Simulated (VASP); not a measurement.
# Zn (P6_3/mmc) in VASP: a series of runs, part 2 of 2

VASP 6.6.1. Earlier steps stand in the parts before.

## (3) Single point, PBEsol

INCAR

```
PREC     = Accurate       # precision mode
ENCUT    = 520            # plane-wave cutoff, eV
EDIFF    = 1E-6           # SCF threshold, eV
ISMEAR   = -1             # smearing method
SIGMA    = 0.1            # smearing width, eV
LREAL    = False          # projectors in reciprocal space
LASPH    = True           # aspherical terms in the spheres
NELM     = 80             # most SCF steps
ALGO     = Normal         # electronic algorithm
ISIF     = 2              # what is computed and relaxed
LWAVE    = False          # write WAVECAR
LCHARG   = False          # write CHGCAR
GGA      = PS             # functional
NBANDS   = 19             # bands
```

KPOINTS

```
regular mesh
0
Gamma
  23 23 11
```

POSCAR

```
Zn
1.0
    2.6094758735      0.0000000000      0.0000000000
   -1.3047379368      2.2598723971      0.0000000000
    0.0000000000      0.0000000000      4.8000909814
Zn
2
Direct
    0.3333333333      0.6666666667      0.2500000000
    0.6666666667      0.3333333333      0.7500000000
```

Potentials or basis: VASP PAW PBE potentials, release 64 (Zn).

Launch:

```bash
$ cat potpaw_PBE.64/Zn/POTCAR > POTCAR
$ mpirun -np 1 vasp_std > vasp.out
```

OUTCAR:

```text
PREC = Accurate
   ENCUT = 520
   EDIFF = 1E-6
   ISMEAR = -1
   LREAL = False
   LASPH = True
   NELM = 80
   ISIF = 2
   GGA = PS

 ion  position               nearest neighbor table
   1  0.333  0.667  0.250-   2 2.83   2 2.83   2 2.83   2 2.83   2 2.83   2 2.83
   2  0.667  0.333  0.750-   1 2.83   1 2.83   1 2.83   1 2.83   1 2.83   1 2.83

  LATTYP: Found a hexagonal cell.
 ALAT       =     2.6094758735
 C/A-ratio  =     1.8394847142

  Lattice vectors:

 A1 = (   2.6094758735,   0.0000000000,   0.0000000000)
 A2 = (  -1.3047379368,   2.2598723971,   0.0000000000)
 A3 = (   0.0000000000,   0.0000000000,   4.8000909814)

Analysis of symmetry for initial positions (statically):
=====================================================================
 Subroutine PRICEL returns:
 Original cell was already a primitive cell.

 Routine SETGRP: Setting up the symmetry group for a
 hexagonal supercell.

 Subroutine GETGRP returns: Found 24 space group operations
 (whereof 12 operations were pure point group operations)
 out of a pool of 24 trial point group operations.

The static configuration has the point symmetry D_3d.
 The point group associated with its full space group is D_6h.

Analysis of symmetry for dynamics (positions and initial velocities):
=====================================================================
 Subroutine PRICEL returns:
 Original cell was already a primitive cell.

 Routine SETGRP: Setting up the symmetry group for a
 hexagonal supercell.

 Subroutine GETGRP returns: Found 24 space group operations
 (whereof 12 operations were pure point group operations)
 out of a pool of 24 trial point group operations.

The dynamic configuration has the point symmetry D_3d.
 The point group associated with its full space group is D_6h.

 Subroutine INISYM returns: Found 24 space group operations
[... 105 lines left out ...]
   POTIM  = 0.5000    time-step for ionic-motion
   TEBEG  =    0.0;   TEEND  =   0.0 temperature during run
   PSTRESS=    0.0 pullay stress
   NELECT =      24.0000    total number of electrons
   NUPDOWN=      -1.0000    fix difference up-down
   EMIN   =  10.00;   EMAX   =-10.00  energy-range for DOS
   EFERMI =   0.00;   METHOD = LEGACY
   ISMEAR =    -1;   SIGMA  =   0.10  broadening in eV -4-tet -1-fermi 0-gaus
   EFERMI_NEDOS =   21; number of points for ismear=-14 and -15
   IALGO  =     38    algorithm
   IMIX   =      4    mixing-type and parameters
     AMIX     =   0.40;   BMIX     =  1.00
     AMIX_MAG =   1.60;   BMIX_MAG =  1.00
  volume/ion in A,a.u.               =      14.15        95.51
  Fermi-wavevector in a.u.,A,eV,Ry     =   1.549469  2.928073 32.665624  2.400856
  Thomas-Fermi vector in A             =   2.654272
   LORBIT       =      0    0 simple, 1 ext, 2 COOP (PROOUT), +10 PAW based schemes
   GGA     = PS    functional components
   LHFCALC =     F    Hartree Fock is set to
   AEXX    =    0.0000 exact exchange contribution
   IVDW    =     0    specifies the selected vdW correction
   LEPSILON=     F    determine dielectric tensor
   LRPA    =     F    only Hartree local field effects (RPA)
 non-spin polarized calculation
  energy-cutoff  :      520.00
  volume of cell :       28.31
 maximum number of plane-waves:       781
 NGX is ok and might be reduce to    20
   NGX =  9   NGY =  9   NGZ = 17

 number of electron      24.0000031 magnetization

 Free energy of the ion-electron system (eV)
  ---------------------------------------------------
  ext. energy  EPLUGINS =         0.00000000
  ---------------------------------------------------
  free energy    TOTEN  =        -3.17530227 eV

  energy without entropy =       -3.16136649  energy(sigma->0) =       -3.16833438

 E-fermi :   3.4691     XC(G=0): -12.0858

 val. band max:        3.4638528846   @ k =   0.3478   0.3043   0.2727
 cond. band min:       3.4824686962   @ k =   0.3478   0.3043   0.2727
 fundamental gap:      0.0186158117
 Fermi energy:         3.4690830662

 k-point     1 :       0.0000    0.0000    0.0000
  band No.  band energies     occupation
      1      -7.5364      2.00000
      2      -5.4465      2.00000
      3      -4.6254      2.00000
      4      -4.3755      2.00000
      5      -4.3755      2.00000
      6      -4.3146      2.00000
[... 505 lines left out ...]
      6      -4.1960      2.00000
[... 11 lines left out ...]
     18      22.1811      0.00000
     19      22.8302      0.00000

 [... further k-points ...]
[... 5 lines left out ...]
  --------------------------------------------------------------------------------------
  -------------------------------------------------------------------------------------
  Total        0.1241937      0.1241937      0.0417713     -0.0000000      0.0000000      0.0000000
  in kB        7.0294834      7.0294834      2.3642938     -0.0000000      0.0000000      0.0000000
  external PRESSURE =       5.4744202 kB  Pullay stress =       0.0000000 kB

 VOLUME and BASIS-vectors are now :
 -----------------------------------------------------------------------------
  energy-cutoff  :      520.00
  volume of cell :       28.31
      direct lattice vectors                 reciprocal lattice vectors
     2.609475874  0.000000000  0.000000000     0.383218718  0.221251430  0.000000000
    -1.304737937  2.259872397  0.000000000     0.000000000  0.442502860  0.000000000
     0.000000000  0.000000000  4.800090981     0.000000000  0.000000000  0.208329385

 POSITION                                       TOTAL-FORCE (eV/Angst)
 -----------------------------------------------------------------------------------
     -0.00000      1.50658      1.20002        -0.000000      0.000000      0.000000
      1.30474      0.75329      3.60007         0.000000     -0.000000      0.000000
 -----------------------------------------------------------------------------------
    total drift:                                0.000000     -0.000000      0.000000

  FREE ENERGIE OF THE ION-ELECTRON SYSTEM (eV)
  ---------------------------------------------------
  free  energy   TOTEN  =        -3.1753022718 eV

  energy  without entropy=       -3.1613664861  energy(sigma->0) =       -3.16833438
```

OSZICAR:

```text
N       E                     dE             d eps       ncg     rms          rms(c)
DAV:   1     0.110542792942E+03    0.11054E+03   -0.12316E+04 13352   0.203E+03
DAV:   2     0.139084437126E+01   -0.10915E+03   -0.10537E+03 12875   0.295E+02
DAV:   3    -0.348324223634E+01   -0.48741E+01   -0.48529E+01 14366   0.689E+01
DAV:   4    -0.351065449305E+01   -0.27412E-01   -0.27406E-01 13921   0.528E+00
DAV:   5    -0.351068653671E+01   -0.32044E-04   -0.32044E-04 14040   0.163E-01    0.484E+00
DAV:   6    -0.319873703550E+01    0.31195E+00   -0.11934E+00 14179   0.240E+01    0.342E+00
DAV:   7    -0.318298399873E+01    0.15753E-01   -0.43925E-02 16428   0.367E+00    0.178E+00
DAV:   8    -0.317534050684E+01    0.76435E-02   -0.20179E-03 17624   0.670E-01    0.560E-02
DAV:   9    -0.317529806458E+01    0.42442E-04   -0.23618E-04 17627   0.205E-01    0.334E-02
DAV:  10    -0.317530244071E+01   -0.43761E-05   -0.20009E-05 13426   0.384E-02    0.294E-03
DAV:  11    -0.317530227177E+01    0.16894E-06   -0.56074E-07  7864   0.123E-02
   1 F= -.31753023E+01 E0= -.31683344E+01  d E =-.139358E-01
```

It took 54 s on 1 thread of Intel Xeon 6975P-C (Granite Rapids), shared host; peak memory 0.24 GiB.

Results:

```yaml
Free_energy: -3.1753 eV
Pressure: 0.5 GPa
Band_gap_on_the_k_mesh: zero (band 12 reaches 5.17 eV, above the bottom of band 13 at 0.60 eV)
```

Stress tensor (GPa, compression positive):
```
0.70 0.00 0.00
0.00 0.70 0.00
0.00 0.00 0.24
```

Caveat: the PAW data sets were made with another functional, which shifts forces and pressure a little.
